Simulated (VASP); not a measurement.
# In3GaAs4 (P-43m) in VASP: further runs, part 2 of 2

VASP 6.6.1.

### Step 3. Single point, PBE (30.86 Å³/atom)

This run uses another cell than the first one, of 30.86 Å³/atom.

File INCAR:

```
PREC = Accurate ; ENCUT = 520
EDIFF = 1E-6 ; ISMEAR = 0
SIGMA = 0.1 ; LREAL = F
LASPH = T ; NELM = 80
ALGO = Normal ; ISIF = 2
LWAVE = F ; LCHARG = F
GGA = PE ; NBANDS = 46
```

File KPOINTS:

```
regular mesh
0
Gamma
  6 6 6
```

File POSCAR:

```
In3GaAs4
1.0
    6.2735410825      0.0000000000      0.0000000000
    0.0000000000      6.2735410825      0.0000000000
    0.0000000000      0.0000000000      6.2735410825
In Ga As
3 1 4
Direct
    0.5000000000      0.0000000000      0.0000000000
    0.0000000000      0.0000000000      0.5000000000
    0.0000000000      0.5000000000      0.0000000000
    0.5000000000      0.5000000000      0.5000000000
    0.2595041549      0.7404958451      0.2595041549
    0.2595041549      0.2595041549      0.7404958451
    0.7404958451      0.7404958451      0.7404958451
    0.7404958451      0.2595041549      0.2595041549
```

Potentials or basis: VASP PAW PBE potentials, release 64 (In_d, Ga_d, As).

Started as:

```bash
cat potpaw_PBE.64/In_d/POTCAR potpaw_PBE.64/Ga_d/POTCAR potpaw_PBE.64/As/POTCAR > POTCAR
mpirun -np 1 vasp_std > vasp.out
```

OUTCAR:

```text
PREC = Accurate
   ENCUT = 520
   EDIFF = 1E-6
   ISMEAR = 0
   LREAL = F
   LASPH = T
   NELM = 80
   ISIF = 2
   GGA = PE

 ion  position               nearest neighbor table
   1  0.500  0.000  0.000-   5 2.75   6 2.75   7 2.75   8 2.75
   2  0.000  0.000  0.500-   5 2.75   6 2.75   7 2.75   8 2.75
   3  0.000  0.500  0.000-   5 2.75   6 2.75   7 2.75   8 2.75
   4  0.500  0.500  0.500-   5 2.61   6 2.61   7 2.61   8 2.61
   5  0.260  0.740  0.260-   4 2.61   2 2.75   3 2.75   1 2.75
   6  0.260  0.260  0.740-   4 2.61   2 2.75   3 2.75   1 2.75
   7  0.740  0.740  0.740-   4 2.61   2 2.75   3 2.75   1 2.75
   8  0.740  0.260  0.260-   4 2.61   2 2.75   3 2.75   1 2.75

  LATTYP: Found a simple cubic cell.
 ALAT       =     6.2735410825

  Lattice vectors:

 A1 = (   6.2735410825,   0.0000000000,   0.0000000000)
 A2 = (   0.0000000000,   6.2735410825,   0.0000000000)
 A3 = (   0.0000000000,   0.0000000000,   6.2735410825)

Analysis of symmetry for initial positions (statically):
=====================================================================
 Subroutine PRICEL returns:
 Original cell was already a primitive cell.

 Routine SETGRP: Setting up the symmetry group for a
 simple cubic supercell.

 Subroutine GETGRP returns: Found 24 space group operations
 (whereof 24 operations were pure point group operations)
 out of a pool of 48 trial point group operations.

The static configuration has the point symmetry T_d .

Analysis of symmetry for dynamics (positions and initial velocities):
=====================================================================
 Subroutine PRICEL returns:
 Original cell was already a primitive cell.

 Routine SETGRP: Setting up the symmetry group for a
 simple cubic supercell.

 Subroutine GETGRP returns: Found 24 space group operations
 (whereof 24 operations were pure point group operations)
 out of a pool of 48 trial point group operations.

The dynamic configuration has the point symmetry T_d .

 Subroutine INISYM returns: Found 24 space group operations
 (whereof 24 operations are pure point group operations),
 and found     1 'primitive' translations

----------------------------------------------------------------------------------------

                                     Primitive cell

  volume of cell :     246.9097

  direct lattice vectors                    reciprocal lattice vectors
     6.273541083  0.000000000  0.000000000     0.159399610  0.000000000  0.000000000
     0.000000000  6.273541083  0.000000000     0.000000000  0.159399610  0.000000000
     0.000000000  0.000000000  6.273541083     0.000000000  0.000000000  0.159399610

  length of vectors
     6.273541083  6.273541083  6.273541083     0.159399610  0.159399610  0.159399610

  position of ions in fractional coordinates (direct lattice)
     0.500000000  0.000000000  0.000000000
     0.000000000  0.000000000  0.500000000
     0.000000000  0.500000000  0.000000000
     0.500000000  0.500000000  0.500000000
     0.259504155  0.740495845  0.259504155
     0.259504155  0.259504155  0.740495845
     0.740495845  0.740495845  0.740495845
     0.740495845  0.259504155  0.259504155

  ion indices of the primitive-cell ions
[... 41 lines left out ...]
  0.500000  0.000000  0.000000      3.000000
  0.166667  0.166667  0.000000     12.000000
  0.333333  0.166667  0.000000     24.000000
[... 12 lines left out ...]
  0.500000  0.500000  0.333333      6.000000
  0.500000  0.500000  0.500000      1.000000
   k-points           NKPTS =     20   k-points in BZ     NKDIM =     20   number of bands    NBANDS=     46
   number of dos      NEDOS =    301   number of ions     NIONS =      8
   total plane-waves  NPLWV = 110592
   dimension x,y,z NGX =    48 NGY =   48 NGZ =   48
   dimension x,y,z NGXF=    96 NGYF=   96 NGZF=   96
   ions per type =               3   1   4
   NGX,Y,Z   is equivalent  to a cutoff of  12.72, 12.72, 12.72 a.u.
   NGXF,Y,Z  is equivalent  to a cutoff of  25.44, 25.44, 25.44 a.u.
 SYSTEM =  unknown system
   PREC   = accura    normal or accurate (medium, high low for compatibility)
   ISTART =      0    job   : 0-new  1-cont  2-samecut
   ICHARG =      2    charge: 1-file 2-atom 10-const
   ISPIN  =      1    spin polarized calculation?
   LNONCOLLINEAR =      F non collinear calculations
   LSORBIT =      F    spin-orbit coupling
   LASPH  =      T    aspherical Exc in radial PAW
   ENCUT  =  520.0 eV  38.22 Ry    6.18 a.u.  11.66 11.66 11.66*2*pi/ulx,y,z
   NELM   =     80;   NELMIN=  2; NELMDL= -5     # of ELM steps
   EDIFF  = 0.1E-05   stopping-criterion for ELM
   LREAL  =      F    real-space projection
   EDIFFG = 0.1E-04   stopping-criterion for IOM
   NSW    =      0    number of steps for IOM
   IBRION =     -1    ionic relax: 0-MD 1-quasi-New 2-CG
   NFREE  =      0    steps in history (QN), initial steepest desc. (CG)
   ISIF   =      2    stress and relaxation
   ISYM   =      2    0-nonsym 1-usesym 2-fastsym
   POTIM  = 0.5000    time-step for ionic-motion
   TEBEG  =    0.0;   TEEND  =   0.0 temperature during run
   PSTRESS=    0.0 pullay stress
   NELECT =      72.0000    total number of electrons
   NUPDOWN=      -1.0000    fix difference up-down
   EMIN   =  10.00;   EMAX   =-10.00  energy-range for DOS
   EFERMI =   0.00;   METHOD = LEGACY
   ISMEAR =     0;   SIGMA  =   0.10  broadening in eV -4-tet -1-fermi 0-gaus
   EFERMI_NEDOS =   21; number of points for ismear=-14 and -15
   IALGO  =     38    algorithm
   IMIX   =      4    mixing-type and parameters
     AMIX     =   0.40;   BMIX     =  1.00
     AMIX_MAG =   1.60;   BMIX_MAG =  1.00
  volume/ion in A,a.u.               =      30.86       208.28
  Fermi-wavevector in a.u.,A,eV,Ry     =   1.085608  2.051501 16.035066  1.178544
  Thomas-Fermi vector in A             =   2.221725
   LORBIT       =      0    0 simple, 1 ext, 2 COOP (PROOUT), +10 PAW based schemes
   GGA     = PE    functional components
   LHFCALC =     F    Hartree Fock is set to
   AEXX    =    0.0000 exact exchange contribution
   IVDW    =     0    specifies the selected vdW correction
   LEPSILON=     F    determine dielectric tensor
   LRPA    =     F    only Hartree local field effects (RPA)
 non-spin polarized calculation
 Gauss-broadening in eV      SIGMA  =   0.10
  energy-cutoff  :      520.00
  volume of cell :      246.91
 maximum number of plane-waves:      6704
 NGX is ok and might be reduce to    48
   NGX = 23   NGY = 23   NGZ = 23

 number of electron      71.9999998 magnetization

 Free energy of the ion-electron system (eV)
  ---------------------------------------------------
  ext. energy  EPLUGINS =         0.00000000
  ---------------------------------------------------
  free energy    TOTEN  =       -31.04288235 eV

  energy without entropy =      -31.04176971  energy(sigma->0) =      -31.04232603

 E-fermi :   3.0089     XC(G=0):  -8.5306

 val. band max:        2.9523103846   @ k =   0.0000   0.0000   0.0000
 cond. band min:       3.2655048524   @ k =   0.5000   0.5000   0.5000
 fundamental gap:      0.3131944678
 Fermi energy:         3.0088549351

 k-point     1 :       0.0000    0.0000    0.0000
  band No.  band energies     occupation
      1     -11.6741      2.00000
      2     -11.6741      2.00000
      3     -11.6741      2.00000
      4     -11.6290      2.00000
      5     -11.6290      2.00000
      6     -11.2676      2.00000
[... 969 lines left out ...]
     45       7.4202      0.00000
     46       7.7061      0.00000

------------------------ aborting loop because EDIFF is reached ----------------------------------------

  FORCE on cell =-STRESS in cart. coord.  units (eV):
  Direction    XX          YY          ZZ          XY          YZ          ZX
  --------------------------------------------------------------------------------------
  -------------------------------------------------------------------------------------
  Total       -5.8807161     -5.8807161     -5.8807161     -0.0000000      0.0000000      0.0000000
  in kB      -38.1594896    -38.1594896    -38.1594896     -0.0000000      0.0000000      0.0000000
  external PRESSURE =     -38.1594896 kB  Pullay stress =       0.0000000 kB

 VOLUME and BASIS-vectors are now :
 -----------------------------------------------------------------------------
  energy-cutoff  :      520.00
  volume of cell :      246.91
      direct lattice vectors                 reciprocal lattice vectors
     6.273541083  0.000000000  0.000000000     0.159399610  0.000000000  0.000000000
     0.000000000  6.273541083  0.000000000     0.000000000  0.159399610  0.000000000
     0.000000000  0.000000000  6.273541083     0.000000000  0.000000000  0.159399610

 POSITION                                       TOTAL-FORCE (eV/Angst)
 -----------------------------------------------------------------------------------
      3.13677      0.00000      0.00000         0.000000     -0.000000     -0.000000
      0.00000      0.00000      3.13677         0.000000      0.000000     -0.000000
      0.00000      3.13677      0.00000         0.000000      0.000000     -0.000000
      3.13677      3.13677      3.13677         0.000000     -0.000000      0.000000
      1.62801      4.64553      1.62801        -0.007766      0.007766     -0.007766
      1.62801      1.62801      4.64553        -0.007766     -0.007766      0.007766
      4.64553      4.64553      4.64553         0.007766      0.007766      0.007766
      4.64553      1.62801      1.62801         0.007766     -0.007766     -0.007766
 -----------------------------------------------------------------------------------
    total drift:                                0.000000      0.000000      0.000000

  FREE ENERGIE OF THE ION-ELECTRON SYSTEM (eV)
  ---------------------------------------------------
  free  energy   TOTEN  =       -31.0428823452 eV

  energy  without entropy=      -31.0417697145  energy(sigma->0) =      -31.04232603
```

Run time: 2 min. Hardware: 1 thread of Intel Xeon 6975P-C (Granite Rapids), shared host; peak memory 0.44 GiB.

What came out:

```
Free energy            : -31.0429 eV
Pressure               : -3.8 GPa
Largest force          : 0.013 eV/Å
Band gap on the k mesh : zero (filled and empty bands touch)
```

Forces on the atoms (eV/Å):
```
In   0.000  0.000  0.000
In   0.000  0.000  0.000
In   0.000  0.000  0.000
Ga   0.000  0.000  0.000
As  -0.008  0.008 -0.008
As  -0.008 -0.008  0.008
As   0.008  0.008  0.008
As   0.008 -0.008 -0.008
```

Caveat: the cell stands under tension; semilocal functionals underestimate gaps, so a narrow gap can read as zero; spin-orbit coupling is left out, which moves the levels of the heavy elements.
